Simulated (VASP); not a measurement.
# Zn (Im-3m) in VASP: a series of runs

The runs below take Zn through single point, with PBEsol, LDA.

All numbers are computed with VASP 6.6.1; they aren't measurements. Logs are shortened: lines on timing, memory, paths and dates and some standing lists are left out, and cuts for length are marked.

### Step 1. The cell of the first run

Symmetry: Im-3m, No. 229, cubic system. The conventional cell has a = 3.179 Å, b = 3.179 Å, c = 3.179 Å, α = 90.00°, β = 90.00°, γ = 90.00°. Zn (site symmetry m-3m) has 14 Zn at 2.75 to 3.18 Å within 3.6 Å.

### Step 2. Single point, PBEsol

The input, INCAR:

```
ALGO = Normal
EDIFF = 1E-6
ENCUT = 520
GGA = PS
ISIF = 2
ISMEAR = -1
LASPH = True
LCHARG = True
LELF = True
LREAL = False
LVHAR = True
LWAVE = False
NBANDS = 12
NELM = 60
PREC = Accurate
SIGMA = 0.05
```

The input, KPOINTS:

```
k-points
0
Gamma
  12 12 12
```

The input, POSCAR:

```
Zn
1.0
   -1.5896845915      1.5896845915      1.5896845915
    1.5896845915     -1.5896845915      1.5896845915
    1.5896845915      1.5896845915     -1.5896845915
Zn
1
Direct
    0.0000000000      0.0000000000      0.0000000000
```

Potentials or basis: VASP PAW PBE potentials, release 64 (Zn).

The run is started by

```sh
> cat potpaw_PBE.64/Zn/POTCAR > POTCAR
> mpirun -np 1 vasp_std > vasp.out
```

OUTCAR:

```text
EDIFF = 1E-6
   ENCUT = 520
   GGA = PS
   ISIF = 2
   ISMEAR = -1
   LASPH = True
   LREAL = False
   NELM = 60
   PREC = Accurate

 ion  position               nearest neighbor table
   1  0.000  0.000  0.000-

  LATTYP: Found a body centered cubic cell.
 ALAT       =     3.1793691830

  Lattice vectors:

 A1 = (  -1.5896845915,   1.5896845915,   1.5896845915)
 A2 = (   1.5896845915,  -1.5896845915,   1.5896845915)
 A3 = (   1.5896845915,   1.5896845915,  -1.5896845915)

Analysis of symmetry for initial positions (statically):
=====================================================================
 Subroutine PRICEL returns:
 Original cell was already a primitive cell.

 Routine SETGRP: Setting up the symmetry group for a
 body centered cubic supercell.

 Subroutine GETGRP returns: Found 48 space group operations
 (whereof 48 operations were pure point group operations)
 out of a pool of 48 trial point group operations.

The static configuration has the point symmetry O_h .

Analysis of symmetry for dynamics (positions and initial velocities):
=====================================================================
 Subroutine PRICEL returns:
 Original cell was already a primitive cell.

 Routine SETGRP: Setting up the symmetry group for a
 body centered cubic supercell.

 Subroutine GETGRP returns: Found 48 space group operations
 (whereof 48 operations were pure point group operations)
 out of a pool of 48 trial point group operations.

The dynamic configuration has the point symmetry O_h .

 Subroutine INISYM returns: Found 48 space group operations
 (whereof 48 operations are pure point group operations),
 and found     1 'primitive' translations

----------------------------------------------------------------------------------------

                                     Primitive cell

  volume of cell :      16.0691

  direct lattice vectors                    reciprocal lattice vectors
    -1.589684591  1.589684591  1.589684591     0.000000000  0.314527802  0.314527802
     1.589684591 -1.589684591  1.589684591     0.314527802  0.000000000  0.314527802
     1.589684591  1.589684591 -1.589684591     0.314527802  0.314527802  0.000000000

  length of vectors
     2.753414480  2.753414480  2.753414480     0.444809483  0.444809483  0.444809483

  position of ions in fractional coordinates (direct lattice)
     0.000000000  0.000000000  0.000000000

  ion indices of the primitive-cell ions
   primitive index   ion index
                 1           1

----------------------------------------------------------------------------------------

 KPOINTS: k-points

Automatic generation of k-mesh.
 Grid dimensions read from file:
 generate k-points for:   12   12   12

 Generating k-lattice:

  Cartesian coordinates                     Fractional coordinates (reciprocal lattice)
     0.000000000  0.026210650  0.026210650     0.083333333  0.000000000  0.000000000
     0.026210650  0.000000000  0.026210650     0.000000000  0.083333333  0.000000000
     0.026210650  0.026210650  0.000000000     0.000000000  0.000000000  0.083333333

  Length of vectors
     0.037067457  0.037067457  0.037067457

  Shift w.r.t. Gamma in fractional coordinates (k-lattice)
     0.000000000  0.000000000  0.000000000

 Subroutine IBZKPT returns following result:
 ===========================================

 Found     72 irreducible k-points:

 Following reciprocal coordinates:
            Coordinates               Weight
  0.000000  0.000000  0.000000      1.000000
  0.083333  0.000000  0.000000     12.000000
  0.166667  0.000000  0.000000     12.000000
  0.250000  0.000000  0.000000     12.000000
  0.333333  0.000000  0.000000     12.000000
  0.416667  0.000000  0.000000     12.000000
[... 16 lines left out ...]
  0.333333  0.083333  0.083333     24.000000
  0.416667  0.083333  0.083333     12.000000
 [... further k-points ...]
   k-points           NKPTS =     72   k-points in BZ     NKDIM =     72   number of bands    NBANDS=     12
   number of dos      NEDOS =    301   number of ions     NIONS =      1
   total plane-waves  NPLWV =   8000
   dimension x,y,z NGX =    20 NGY =   20 NGZ =   20
   dimension x,y,z NGXF=    40 NGYF=   40 NGZF=   40
   ions per type =               1
   NGX,Y,Z   is equivalent  to a cutoff of  12.08, 12.08, 12.08 a.u.
   NGXF,Y,Z  is equivalent  to a cutoff of  24.15, 24.15, 24.15 a.u.
 SYSTEM =  unknown system
   PREC   = accura    normal or accurate (medium, high low for compatibility)
   ISTART =      0    job   : 0-new  1-cont  2-samecut
   ICHARG =      2    charge: 1-file 2-atom 10-const
   ISPIN  =      1    spin polarized calculation?
   LNONCOLLINEAR =      F non collinear calculations
   LSORBIT =      F    spin-orbit coupling
   LASPH  =      T    aspherical Exc in radial PAW
   ENCUT  =  520.0 eV  38.22 Ry    6.18 a.u.   5.12  5.12  5.12*2*pi/ulx,y,z
   NELM   =     60;   NELMIN=  2; NELMDL= -5     # of ELM steps
   EDIFF  = 0.1E-05   stopping-criterion for ELM
   LREAL  =      F    real-space projection
   EDIFFG = 0.1E-04   stopping-criterion for IOM
   NSW    =      0    number of steps for IOM
   IBRION =     -1    ionic relax: 0-MD 1-quasi-New 2-CG
   NFREE  =      0    steps in history (QN), initial steepest desc. (CG)
   ISIF   =      2    stress and relaxation
   ISYM   =      2    0-nonsym 1-usesym 2-fastsym
   POTIM  = 0.5000    time-step for ionic-motion
   TEBEG  =    0.0;   TEEND  =   0.0 temperature during run
   PSTRESS=    0.0 pullay stress
   NELECT =      12.0000    total number of electrons
   NUPDOWN=      -1.0000    fix difference up-down
   EMIN   =  10.00;   EMAX   =-10.00  energy-range for DOS
   EFERMI =   0.00;   METHOD = LEGACY
   ISMEAR =    -1;   SIGMA  =   0.05  broadening in eV -4-tet -1-fermi 0-gaus
   EFERMI_NEDOS =   21; number of points for ismear=-14 and -15
   IALGO  =     38    algorithm
   IMIX   =      4    mixing-type and parameters
     AMIX     =   0.40;   BMIX     =  1.00
     AMIX_MAG =   1.60;   BMIX_MAG =  1.00
  volume/ion in A,a.u.               =      16.07       108.44
  Fermi-wavevector in a.u.,A,eV,Ry     =   1.485266  2.806746 30.014664  2.206016
  Thomas-Fermi vector in A             =   2.598699
   LORBIT       =      0    0 simple, 1 ext, 2 COOP (PROOUT), +10 PAW based schemes
   GGA     = PS    functional components
   LHFCALC =     F    Hartree Fock is set to
   AEXX    =    0.0000 exact exchange contribution
   IVDW    =     0    specifies the selected vdW correction
   LEPSILON=     F    determine dielectric tensor
   LRPA    =     F    only Hartree local field effects (RPA)
 non-spin polarized calculation
  energy-cutoff  :      520.00
  volume of cell :       16.07
 maximum number of plane-waves:       456
   NGX = 11   NGY = 11   NGZ = 11

 number of electron      11.9999990 magnetization

 Free energy of the ion-electron system (eV)
  ---------------------------------------------------
  ext. energy  EPLUGINS =         0.00000000
  ---------------------------------------------------
  free energy    TOTEN  =        -1.44703144 eV

  energy without entropy =       -1.44379196  energy(sigma->0) =       -1.44541170

 E-fermi :   2.5862     XC(G=0): -11.4267

 val. band max:        2.5411779381   @ k =   0.5000   0.5000   0.2500
 cond. band min:       2.7194815264   @ k =   0.3333   0.2500   0.0833
 fundamental gap:      0.1783035883
 Fermi energy:         2.5861744921

 k-point     1 :       0.0000    0.0000    0.0000
  band No.  band energies     occupation
      1      -7.3974      2.00000
      2      -4.9725      2.00000
      3      -4.9725      2.00000
      4      -4.9725      2.00000
      5      -4.5047      2.00000
      6      -4.5047      2.00000
      7      20.9394      0.00000
      8      20.9394      0.00000
      9      20.9394      0.00000
     10      23.0217      0.00000
     11      23.0217      0.00000
     12      23.0217      0.00000

 k-point     2 :       0.0833    0.0000    0.0000
  band No.  band energies     occupation
      1      -7.1849      2.00000
      2      -4.9913      2.00000
      3      -4.9675      2.00000
      4      -4.9247      2.00000
      5      -4.5220      2.00000
      6      -4.5036      2.00000
      7      18.3781      0.00000
      8      19.6182      0.00000
      9      20.1271      0.00000
     10      21.5720      0.00000
     11      21.6382      0.00000
     12      22.7081      0.00000

 k-point     3 :       0.1667    0.0000    0.0000
  band No.  band energies     occupation
      1      -6.5756      2.00000
      2      -5.0425      2.00000
      3      -4.9377      2.00000
      4      -4.7914      2.00000
      5      -4.5552      2.00000
      6      -4.4999      2.00000
      7      14.3194      0.00000
      8      17.6706      0.00000
      9      18.5101      0.00000
     10      20.1458      0.00000
     11      20.5972      0.00000
     12      23.2322      0.00000
[... 286 lines left out ...]
 k-point    23 :       0.3333    0.0833    0.0833
  band No.  band energies     occupation
      1      -5.4137      2.00000
      2      -5.2293      2.00000
      3      -4.5233      2.00000
      4      -4.4776      2.00000
      5      -4.4773      2.00000
      6      -1.0850      2.00000
      7       4.1508      0.00000
      8      11.1248      0.00000
      9      11.8726      0.00000
     10      21.8377      0.00000
     11      22.4320      0.00000
     12      28.3837      0.00000

 k-point    24 :       0.4167    0.0833    0.0833
  band No.  band energies     occupation
      1      -5.4384      2.00000
      2      -5.2452      2.00000
      3      -4.5150      2.00000
      4      -4.4741      2.00000
      5      -4.4068      2.00000
      6       0.7912      2.00000
      7       1.8523      2.00000
      8      10.8830      0.00000
      9      11.6667      0.00000
     10      21.6551      0.00000
     11      22.3038      0.00000
     12      30.0039      0.00000

 [... further k-points ...]

------------------------ aborting loop because EDIFF is reached ----------------------------------------

  FORCE on cell =-STRESS in cart. coord.  units (eV):
  Direction    XX          YY          ZZ          XY          YZ          ZX
  --------------------------------------------------------------------------------------
  -------------------------------------------------------------------------------------
  Total       -0.6668540     -0.6668540     -0.6668540     -0.0000000     -0.0000000      0.0000000
  in kB      -66.4887897    -66.4887897    -66.4887897     -0.0000000     -0.0000000      0.0000000
  external PRESSURE =     -66.4887897 kB  Pullay stress =       0.0000000 kB

 VOLUME and BASIS-vectors are now :
 -----------------------------------------------------------------------------
  energy-cutoff  :      520.00
  volume of cell :       16.07
      direct lattice vectors                 reciprocal lattice vectors
    -1.589684591  1.589684591  1.589684591     0.000000000  0.314527802  0.314527802
     1.589684591 -1.589684591  1.589684591     0.314527802  0.000000000  0.314527802
     1.589684591  1.589684591 -1.589684591     0.314527802  0.314527802  0.000000000

 POSITION                                       TOTAL-FORCE (eV/Angst)
 -----------------------------------------------------------------------------------
      0.00000      0.00000      0.00000        -0.000000      0.000000     -0.000000
 -----------------------------------------------------------------------------------
    total drift:                                0.000000     -0.000000      0.000000

  FREE ENERGIE OF THE ION-ELECTRON SYSTEM (eV)
  ---------------------------------------------------
  free  energy   TOTEN  =        -1.4470314399 eV

  energy  without entropy=       -1.4437919618  energy(sigma->0) =       -1.44541170
```

Run time: 14 s. Hardware: 1 thread of Intel Xeon 8259CL, shared host; peak memory 0.13 GiB.

Results:

```
Free energy            : -1.4470 eV
Pressure               : -6.6 GPa
Band gap on the k mesh : zero (band 6 reaches 6.74 eV, above the bottom of band 7 at 1.57 eV)
```

Caveat: the PAW data sets were made with another functional, which shifts forces and pressure a little.

### Step 3. Single point, LDA (volume scaled by 1.06)

The input, INCAR:

```
SYSTEM = Zn
PREC = Accurate ; ENCUT = 520
EDIFF = 1E-7 ; ISMEAR = -1
SIGMA = 0.05 ; LREAL = .False.
LASPH = .True. ; NELM = 100
ALGO = Normal ; ISIF = 2
LWAVE = .False. ; LCHARG = .False.
NBANDS = 12
```

The input, KPOINTS:

```
Automatic mesh
0
Gamma
  12 12 12
  0 0 0
```

The input, POSCAR:

```
Zn
1.0
   -1.5998102441      1.5998102441      1.5998102441
    1.5998102441     -1.5998102441      1.5998102441
    1.5998102441      1.5998102441     -1.5998102441
Zn
1
Direct
    0.0000000000      0.0000000000      0.0000000000
```

Potentials or basis: VASP PAW LDA potentials, release 64 (Zn).

The run is started by

```sh
> cat potpaw_LDA.64/Zn/POTCAR > POTCAR
> mpirun -np 1 vasp_std > vasp.out
```

OUTCAR:

```text
SYSTEM = Zn
   PREC = Accurate
   ENCUT = 520
   EDIFF = 1E-7
   ISMEAR = -1
   LREAL = .False.
   LASPH = .True.
   NELM = 100
   ISIF = 2

 ion  position               nearest neighbor table
   1  0.000  0.000  0.000-

  LATTYP: Found a body centered cubic cell.
 ALAT       =     3.1996204882

  Lattice vectors:

 A1 = (  -1.5998102441,   1.5998102441,   1.5998102441)
 A2 = (   1.5998102441,  -1.5998102441,   1.5998102441)
 A3 = (   1.5998102441,   1.5998102441,  -1.5998102441)

Analysis of symmetry for initial positions (statically):
=====================================================================
 Subroutine PRICEL returns:
 Original cell was already a primitive cell.

 Routine SETGRP: Setting up the symmetry group for a
 body centered cubic supercell.

 Subroutine GETGRP returns: Found 48 space group operations
 (whereof 48 operations were pure point group operations)
 out of a pool of 48 trial point group operations.

The static configuration has the point symmetry O_h .

Analysis of symmetry for dynamics (positions and initial velocities):
=====================================================================
 Subroutine PRICEL returns:
 Original cell was already a primitive cell.

 Routine SETGRP: Setting up the symmetry group for a
 body centered cubic supercell.

 Subroutine GETGRP returns: Found 48 space group operations
 (whereof 48 operations were pure point group operations)
 out of a pool of 48 trial point group operations.

The dynamic configuration has the point symmetry O_h .

 Subroutine INISYM returns: Found 48 space group operations
 (whereof 48 operations are pure point group operations),
 and found     1 'primitive' translations

----------------------------------------------------------------------------------------

                                     Primitive cell

  volume of cell :      16.3782

[... 107 lines left out ...]
  volume/ion in A,a.u.               =      16.38       110.53
  Fermi-wavevector in a.u.,A,eV,Ry     =   1.475865  2.788981 29.635923  2.178179
  Thomas-Fermi vector in A             =   2.590462
   LORBIT       =      0    0 simple, 1 ext, 2 COOP (PROOUT), +10 PAW based schemes
   GGA     = CA    functional components
   LHFCALC =     F    Hartree Fock is set to
   AEXX    =    0.0000 exact exchange contribution
   IVDW    =     0    specifies the selected vdW correction
   LEPSILON=     F    determine dielectric tensor
   LRPA    =     F    only Hartree local field effects (RPA)
 non-spin polarized calculation
  energy-cutoff  :      520.00
  volume of cell :       16.38
 maximum number of plane-waves:       466
 NGX is ok and might be reduce to    24
   NGX = 11   NGY = 11   NGZ = 11

 number of electron      12.0000011 magnetization

 Free energy of the ion-electron system (eV)
  ---------------------------------------------------
  ext. energy  EPLUGINS =         0.00000000
  ---------------------------------------------------
  free energy    TOTEN  =        -1.67103768 eV

  energy without entropy =       -1.66818140  energy(sigma->0) =       -1.66960954

 E-fermi :   2.3723     XC(G=0): -11.5112

 val. band max:        2.3296206216   @ k =   0.3333   0.1667   0.1667
 cond. band min:       2.3917386173   @ k =   0.5000   0.5000   0.2500
 fundamental gap:      0.0621179957
 Fermi energy:         2.3723414913

 k-point     1 :       0.0000    0.0000    0.0000
  band No.  band energies     occupation
      1      -7.4396      2.00000
      2      -5.2342      2.00000
      3      -5.2342      2.00000
      4      -5.2342      2.00000
      5      -4.7807      2.00000
      6      -4.7807      2.00000
      7      20.2382      0.00000
      8      20.2382      0.00000
      9      20.2382      0.00000
     10      22.7811      0.00000
     11      22.7811      0.00000
     12      22.7811      0.00000
[... 331 lines left out ...]
 k-point    24 :       0.4167    0.0833    0.0833
  band No.  band energies     occupation
      1      -5.6627      2.00000
      2      -5.4920      2.00000
      3      -4.7917      2.00000
      4      -4.7526      2.00000
      5      -4.6793      2.00000
      6       0.6837      2.00000
      7       1.5647      2.00000
      8      10.4991      0.00000
      9      11.4013      0.00000
     10      21.3029      0.00000
     11      21.8281      0.00000
     12      29.3644      0.00000

 [... further k-points ...]
[... 5 lines left out ...]
  --------------------------------------------------------------------------------------
  -------------------------------------------------------------------------------------
  Total       -1.0316597     -1.0316597     -1.0316597      0.0000000      0.0000000     -0.0000000
  in kB     -100.9210185   -100.9210185   -100.9210185      0.0000000      0.0000000     -0.0000000
  external PRESSURE =    -100.9210185 kB  Pullay stress =       0.0000000 kB

 VOLUME and BASIS-vectors are now :
 -----------------------------------------------------------------------------
  energy-cutoff  :      520.00
  volume of cell :       16.38
      direct lattice vectors                 reciprocal lattice vectors
    -1.599810244  1.599810244  1.599810244     0.000000000  0.312537066  0.312537066
     1.599810244 -1.599810244  1.599810244     0.312537066  0.000000000  0.312537066
     1.599810244  1.599810244 -1.599810244     0.312537066  0.312537066  0.000000000

 POSITION                                       TOTAL-FORCE (eV/Angst)
 -----------------------------------------------------------------------------------
      0.00000      0.00000      0.00000        -0.000000      0.000000     -0.000000
 -----------------------------------------------------------------------------------
    total drift:                                0.000000      0.000000      0.000000

  FREE ENERGIE OF THE ION-ELECTRON SYSTEM (eV)
  ---------------------------------------------------
  free  energy   TOTEN  =        -1.6710376757 eV

  energy  without entropy=       -1.6681813995  energy(sigma->0) =       -1.66960954
```

OSZICAR:

```text
N       E                     dE             d eps       ncg     rms          rms(c)
DAV:   1     0.425340399388E+02    0.42534E+02   -0.64129E+03  1800   0.151E+03
DAV:   2    -0.425540903693E+00   -0.42960E+02   -0.40592E+02  1804   0.213E+02
DAV:   3    -0.176719887033E+01   -0.13417E+01   -0.13399E+01  1968   0.378E+01
DAV:   4    -0.177062274750E+01   -0.34239E-02   -0.34237E-02  1988   0.188E+00
DAV:   5    -0.177062587892E+01   -0.31314E-05   -0.31312E-05  1940   0.556E-02    0.237E+00
DAV:   6    -0.168136561621E+01    0.89260E-01   -0.44024E-01  1968   0.133E+01    0.188E+00
DAV:   7    -0.167429371548E+01    0.70719E-02   -0.99605E-03  1948   0.195E+00    0.932E-01
DAV:   8    -0.167104197149E+01    0.32517E-02   -0.15439E-03  2164   0.475E-01    0.285E-02
DAV:   9    -0.167103736956E+01    0.46019E-05   -0.65115E-05  2560   0.111E-01    0.178E-02
DAV:  10    -0.167103767677E+01   -0.30722E-06   -0.40234E-06  1908   0.309E-02    0.950E-04
DAV:  11    -0.167103767574E+01    0.10375E-08   -0.36911E-08  1288   0.332E-03
   1 F= -.16710377E+01 E0= -.16696095E+01  d E =-.285628E-02
```

It took 14 s on 1 thread of Intel Xeon 8259CL, shared host; peak memory 0.13 GiB.

Results:

| Quantity | Value |
| --- | --- |
| Free energy | -1.6710 eV |
| Pressure | -10.1 GPa |
| Band gap on the k mesh | zero (band 6 reaches 6.47 eV, above the bottom of band 7 at 1.29 eV) |

Levels at points of the mesh, in eV from the Fermi level:
```csv
k point,band 2,band 3,band 4,band 5,band 6,band 7,band 8,band 9,band 10,band 11
"(0.00, 0.00, 0.00)",-7.61,-7.61,-7.61,-7.15,-7.15,17.87,17.87,17.87,20.41,20.41
"(0.50, 0.00, 0.00)",-7.87,-7.18,-7.13,-6.86,-2.32,-1.09,10.73,12.31,14.93,16.09
"(0.50, 0.50, 0.50)",-8.07,-6.93,-6.93,-6.93,4.10,4.10,4.10,6.67,8.52,8.52
```

(Continued in part 2 of 2.)
